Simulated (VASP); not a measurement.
Here is a VASP 6.6.1 calculation.

File INCAR:

```
SYSTEM = AlPt
  PREC = Accurate
  ENCUT = 500
  EDIFF = 1E-6
  ISMEAR = 0
  SIGMA = 0.1
  LREAL = .False.
  LASPH = .True.
  NELM = 120
  ALGO = Normal
  ISIF = 2
  LWAVE = .False.
  LCHARG = .False.
  NBANDS = 14
  GGA_COMPAT = .False.
```

File KPOINTS:

```
Automatic mesh
0
Gamma
  6 6 6
  0 0 0
```

File POSCAR:

```
AlPt
1.0
    3.0915460000      0.0000000000      0.0000000000
    0.0000000000      3.0915460000      0.0000000000
    0.0000000000      0.0000000000      3.0915460000
Al Pt
1 1
Direct
    0.0000000000      0.0000000000      0.0000000000
    0.5000000000      0.5000000000      0.5000000000
```

Potentials or basis: VASP PAW LDA potentials, release 64 (Al, Pt).

Launch:

```bash
$ cat potpaw_LDA.64/Al/POTCAR potpaw_LDA.64/Pt/POTCAR > POTCAR
$ mpirun -np 1 vasp_std > vasp.out
```

Task: What does it give for the pressure?

Result: -9.0 GPa.
